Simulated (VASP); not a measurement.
# Pt (Im-3m) in VASP: further runs

Runs on Pt. Level: revPBE. Tasks: relaxation of cell and atoms, single point.

Program: VASP 6.6.1. These are calculated values, not measurements. Logs are shortened: lines on timing, memory, paths and dates and some standing lists are left out, and cuts for length are marked.

**1. The cell of the first run**

Symmetry: Im-3m, No. 229, cubic system. Conventional cell: a = 3.114 Å, b = 3.114 Å, c = 3.114 Å, α = 90.00°, β = 90.00°, γ = 90.00°. Pt (site symmetry m-3m) has 14 Pt at 2.70 to 3.11 Å within 3.6 Å.

**2. Relaxation of cell and atoms, revPBE**

File INCAR:

```
SYSTEM = Pt
ALGO     = Normal         ! electronic algorithm
EDIFF    = 1E-6           ! SCF threshold, eV
EDIFFG   = -0.01          ! ionic threshold
ENCUT    = 600            ! plane-wave cutoff, eV
GGA      = RE             ! functional
IBRION   = 2              ! ionic algorithm
ISIF     = 3              ! what is computed and relaxed
ISMEAR   = -1             ! smearing method
LASPH    = .TRUE.         ! aspherical terms in the spheres
LCHARG   = .FALSE.        ! write CHGCAR
LREAL    = .FALSE.        ! projectors in reciprocal space
LWAVE    = .FALSE.        ! write WAVECAR
NELM     = 80             ! most SCF steps
NSW      = 80             ! ionic steps
PREC     = Accurate       ! precision mode
SIGMA    = 0.1            ! smearing width, eV
```

File KPOINTS:

```
k-points
0
G
  14 14 14
  0 0 0
```

File POSCAR:

```
Pt
1.0
   -1.5568832667      1.5568832667      1.5568832667
    1.5568832667     -1.5568832667      1.5568832667
    1.5568832667      1.5568832667     -1.5568832667
Pt
1
Direct
    0.0000000000      0.0000000000      0.0000000000
```

Potentials or basis: VASP PAW PBE potentials, release 64 (Pt).

The run is started by

```sh
$ cat potpaw_PBE.64/Pt/POTCAR > POTCAR
$ mpirun -np 1 vasp_std > vasp.out
```

OUTCAR:

```text
SYSTEM = Pt
   EDIFF = 1E-6
   EDIFFG = -0.01
   ENCUT = 600
   GGA = RE
   IBRION = 2
   ISIF = 3
   ISMEAR = -1
   LASPH = .TRUE.
   LREAL = .FALSE.
   NELM = 80
   NSW = 80
   PREC = Accurate

 ion  position               nearest neighbor table
   1  0.000  0.000  0.000-

  LATTYP: Found a body centered cubic cell.
 ALAT       =     3.1137665334

  Lattice vectors:

 A1 = (  -1.5568832667,   1.5568832667,   1.5568832667)
 A2 = (   1.5568832667,  -1.5568832667,   1.5568832667)
 A3 = (   1.5568832667,   1.5568832667,  -1.5568832667)

Analysis of symmetry for initial positions (statically):
=====================================================================
 Subroutine PRICEL returns:
 Original cell was already a primitive cell.

 Routine SETGRP: Setting up the symmetry group for a
 body centered cubic supercell.

 Subroutine GETGRP returns: Found 48 space group operations
 (whereof 48 operations were pure point group operations)
 out of a pool of 48 trial point group operations.

The static configuration has the point symmetry O_h .

Analysis of symmetry for dynamics (positions and initial velocities):
=====================================================================
 Subroutine PRICEL returns:
 Original cell was already a primitive cell.

 Routine SETGRP: Setting up the symmetry group for a
 body centered cubic supercell.

 Subroutine GETGRP returns: Found 48 space group operations
 (whereof 48 operations were pure point group operations)
 out of a pool of 48 trial point group operations.

The dynamic configuration has the point symmetry O_h .

 Subroutine INISYM returns: Found 48 space group operations
 (whereof 48 operations are pure point group operations),
 and found     1 'primitive' translations

----------------------------------------------------------------------------------------

                                     Primitive cell

  volume of cell :      15.0948

  direct lattice vectors                    reciprocal lattice vectors
    -1.556883267  1.556883267  1.556883267     0.000000000  0.321154457  0.321154457
     1.556883267 -1.556883267  1.556883267     0.321154457  0.000000000  0.321154457
     1.556883267  1.556883267 -1.556883267     0.321154457  0.321154457  0.000000000

  length of vectors
     2.696600919  2.696600919  2.696600919     0.454180989  0.454180989  0.454180989

  position of ions in fractional coordinates (direct lattice)
     0.000000000  0.000000000  0.000000000

  ion indices of the primitive-cell ions
   primitive index   ion index
                 1           1

----------------------------------------------------------------------------------------

[... 59 lines left out ...]
 SYSTEM =  Pt
   PREC   = accura    normal or accurate (medium, high low for compatibility)
   ISTART =      0    job   : 0-new  1-cont  2-samecut
   ICHARG =      2    charge: 1-file 2-atom 10-const
   ISPIN  =      1    spin polarized calculation?
   LNONCOLLINEAR =      F non collinear calculations
   LSORBIT =      F    spin-orbit coupling
   LASPH  =      T    aspherical Exc in radial PAW
   ENCUT  =  600.0 eV  44.10 Ry    6.64 a.u.   5.39  5.39  5.39*2*pi/ulx,y,z
   NELM   =     80;   NELMIN=  2; NELMDL= -5     # of ELM steps
   EDIFF  = 0.1E-05   stopping-criterion for ELM
   LREAL  =      F    real-space projection
   EDIFFG = -.1E-01   stopping-criterion for IOM
   NSW    =     80    number of steps for IOM
   IBRION =      2    ionic relax: 0-MD 1-quasi-New 2-CG
   NFREE  =      1    steps in history (QN), initial steepest desc. (CG)
   ISIF   =      3    stress and relaxation
   ISYM   =      2    0-nonsym 1-usesym 2-fastsym
   POTIM  = 0.5000    time-step for ionic-motion
   TEBEG  =    0.0;   TEEND  =   0.0 temperature during run
   PSTRESS=    0.0 pullay stress
   NELECT =      10.0000    total number of electrons
   NUPDOWN=      -1.0000    fix difference up-down
   EMIN   =  10.00;   EMAX   =-10.00  energy-range for DOS
   EFERMI =   0.00;   METHOD = LEGACY
   ISMEAR =    -1;   SIGMA  =   0.10  broadening in eV -4-tet -1-fermi 0-gaus
   EFERMI_NEDOS =   21; number of points for ismear=-14 and -15
   IALGO  =     38    algorithm
   IMIX   =      4    mixing-type and parameters
     AMIX     =   0.40;   BMIX     =  1.00
     AMIX_MAG =   1.60;   BMIX_MAG =  1.00
  volume/ion in A,a.u.               =      15.09       101.86
  Fermi-wavevector in a.u.,A,eV,Ry     =   1.427136  2.696897 27.711231  2.036718
  Thomas-Fermi vector in A             =   2.547338
   LORBIT       =      0    0 simple, 1 ext, 2 COOP (PROOUT), +10 PAW based schemes
   GGA     = RE    functional components
   LHFCALC =     F    Hartree Fock is set to
   AEXX    =    0.0000 exact exchange contribution
   IVDW    =     0    specifies the selected vdW correction
   LEPSILON=     F    determine dielectric tensor
   LRPA    =     F    only Hartree local field effects (RPA)
 conjugate gradient relaxation of ions
 non-spin polarized calculation
  energy-cutoff  :      600.00
  volume of cell :       15.09
 maximum number of plane-waves:       531
 NGX is ok and might be reduce to    24
   NGX = 11   NGY = 11   NGZ = 11

--------------------------------------- Ionic step        1  -------------------------------------------

 number of electron      10.0000001 magnetization

 Free energy of the ion-electron system (eV)
  ---------------------------------------------------
  ext. energy  EPLUGINS =         0.00000000
  ---------------------------------------------------
  free energy    TOTEN  =        -5.45752359 eV

  energy without entropy =       -5.41982376  energy(sigma->0) =       -5.43867367

 E-fermi :  11.0537     XC(G=0): -13.4366

 val. band max:       11.0431161310   @ k =  -0.3571   0.4286   0.1429
 cond. band min:      11.0635169253   @ k =  -0.3571   0.4286   0.2857
 fundamental gap:      0.0204007944
 Fermi energy:        11.0537292380

 k-point     1 :       0.0000    0.0000    0.0000
  band No.  band energies     occupation
      1       1.1377      2.00000
      2       7.3659      2.00000
      3       7.3659      2.00000
      4       7.3659      2.00000
      5      10.0073      1.99994
      6      10.0073      1.99994
      7      28.1560      0.00000
      8      28.1560      0.00000
      9      28.1560      0.00000
[... 380 lines left out ...]
--------------------------------------- Ionic step        4  -------------------------------------------

 number of electron       9.9999999 magnetization

 Free energy of the ion-electron system (eV)
  ---------------------------------------------------
  ext. energy  EPLUGINS =         0.00000000
  ---------------------------------------------------
  free energy    TOTEN  =        -5.50041497 eV

  energy without entropy =       -5.45984981  energy(sigma->0) =       -5.48013239

 E-fermi :   9.9797     XC(G=0): -13.0747

 val. band max:        9.9774636881   @ k =  -0.3571   0.4286   0.2857
 cond. band min:       9.9951846527   @ k =  -0.4286  -0.4286   0.2857
 fundamental gap:      0.0177209647
 Fermi energy:         9.9796545077

 k-point     1 :       0.0000    0.0000    0.0000
  band No.  band energies     occupation
      1       0.6830      2.00000
      2       6.6124      2.00000
      3       6.6125      2.00000
      4       6.6125      2.00000
      5       9.0281      1.99985
      6       9.0281      1.99985
      7      27.0985      0.00000
      8      27.0985      0.00000
      9      27.0985      0.00000
[... 304 lines left out ...]
  FREE ENERGIE OF THE ION-ELECTRON SYSTEM (eV)
  ---------------------------------------------------
  free  energy   TOTEN  =        -5.5004149654 eV

  energy  without entropy=       -5.4598498080  energy(sigma->0) =       -5.48013239

 reached required accuracy - stopping structural energy minimisation
```

OSZICAR:

```text
N       E                     dE             d eps       ncg     rms          rms(c)
DAV:   1     0.434173773567E+02    0.43417E+02   -0.60300E+03  1888   0.117E+03
DAV:   2    -0.530645058116E+01   -0.48724E+02   -0.46721E+02  1978   0.201E+02
[... 28 lines left out ...]
   3 F= -.55002803E+01 E0= -.54799187E+01  d E =-.427567E-01
       N       E                     dE             d eps       ncg     rms          rms(c)
DAV:   1    -0.550124925165E+01   -0.96924E-03   -0.19615E-02  1883   0.147E+00    0.184E-01
DAV:   2    -0.550044943925E+01    0.79981E-03   -0.25354E-03  1880   0.435E-01    0.699E-02
DAV:   3    -0.550041001051E+01    0.39429E-04   -0.21933E-04  1960   0.119E-01    0.421E-02
DAV:   4    -0.550041492824E+01   -0.49177E-05   -0.82228E-06  1992   0.230E-02    0.138E-03
DAV:   5    -0.550041496538E+01   -0.37134E-07   -0.91534E-08   952   0.295E-03
   4 F= -.55004150E+01 E0= -.54801324E+01  d E =-.428914E-01
```

CONTCAR:

```text
Pt
   1.00000000000000
    -1.5883225871920013    1.5883225871920013    1.5883225871920013
     1.5883225871920013   -1.5883225871920013    1.5883225871920013
     1.5883225871920013    1.5883225871920013   -1.5883225871920013
  Pt
     1
Direct
     0.0000000000000000    0.0000000000000000    0.0000000000000000

  0.00000000E+00  0.00000000E+00  0.00000000E+00
```

It took 68 s on 1 thread of AMD EPYC 7R43 (Zen 3), shared host; peak memory 0.13 GiB.

What came out:

```yaml
Free_energy: -5.5004 eV
Relaxed_volume: 16.03 Å³/atom
Relaxed_cell: a = 2.751 Å, b = 2.751 Å, c = 2.751 Å, α = 109.47°, β = 109.47°, γ = 109.47°
Space_group_after_relaxing_to_0.05_Å: Im-3m (No. 229)
Energy_gained_by_relaxing: 42.9 meV/atom
Ionic_steps: 4
Pressure_after_relaxing: -0.1 GPa
Band_gap_on_the_k_mesh: zero (band 5 reaches 11.00 eV, above the bottom of band 6 at 8.88 eV)
```

Step by step:
| step | energy change (eV) | largest force (eV/Å) | pressure (GPa) | volume (Å³) |
| --- | --- | --- | --- | --- |
| 1 | 0.0000 | 0.0000 | 15.84 | 15.09 |
| 2 | 0.1669 | 0.0000 | -22.06 | 18.60 |
| 3 | -0.0428 | 0.0000 | -0.77 | 16.08 |
| 4 | -0.0429 | 0.0000 | -0.09 | 16.03 |

Final structure:
```yaml
crystal:
  lattice:
    - [-1.58832, 1.58832, 1.58832]
    - [1.58832, -1.58832, 1.58832]
    - [1.58832, 1.58832, -1.58832]
  atoms:
    - { symbol: Pt, position: [0.00000, 0.00000, 0.00000] }
```

Caveat: the PAW data sets were made with another functional, which shifts forces and pressure a little; spin-orbit coupling is left out, which moves the levels of the heavy elements.

**3. Single point, revPBE**

This run uses another cell than the first one, of 16.05 Å³/atom, 1.063 times its volume.

File INCAR:

```
SYSTEM = Pt
PREC = Accurate ; ENCUT = 520
EDIFF = 1E-7 ; ISMEAR = -1
SIGMA = 0.1 ; LREAL = .False.
LASPH = .True. ; NELM = 60
ALGO = Normal ; ISIF = 2
LWAVE = .False. ; LCHARG = .False.
GGA = RE ; NBANDS = 11
```

File KPOINTS:

```
regular mesh
0
Gamma
  23 23 23
  0 0 0
```

File POSCAR:

```
Pt
1.0
   -1.5890812009      1.5890812009      1.5890812009
    1.5890812009     -1.5890812009      1.5890812009
    1.5890812009      1.5890812009     -1.5890812009
Pt
1
Direct
    0.0000000000      0.0000000000      0.0000000000
```

Potentials or basis: VASP PAW PBE potentials, release 64 (Pt).

The run is started by

```sh
$ cat potpaw_PBE.64/Pt/POTCAR > POTCAR
$ mpirun -np 1 vasp_std > vasp.out
```

Run time: 58 s. Hardware: 1 thread of AMD EPYC 7R43 (Zen 3), shared host; peak memory 0.14 GiB.

It converged, with:

| Quantity | Value |
| --- | --- |
| Free energy | -5.5051 eV |
| Pressure | -0.6 GPa |
| Band gap on the k mesh | zero (band 5 reaches 10.93 eV, above the bottom of band 6 at 8.86 eV) |

Levels at points of the mesh, in eV from the Fermi level:
| k point | band 1 | band 2 | band 3 | band 4 | band 5 | band 6 | band 7 | band 8 | band 9 | band 10 |
| --- | --- | --- | --- | --- | --- | --- | --- | --- | --- | --- |
| (0.00, 0.00, 0.00) | -9.32 | -3.40 | -3.40 | -3.40 | -0.99 | -0.99 | 17.08 | 17.08 | 17.08 | 26.92 |

Caveat: the PAW data sets were made with another functional, which shifts forces and pressure a little; spin-orbit coupling is left out, which moves the levels of the heavy elements.
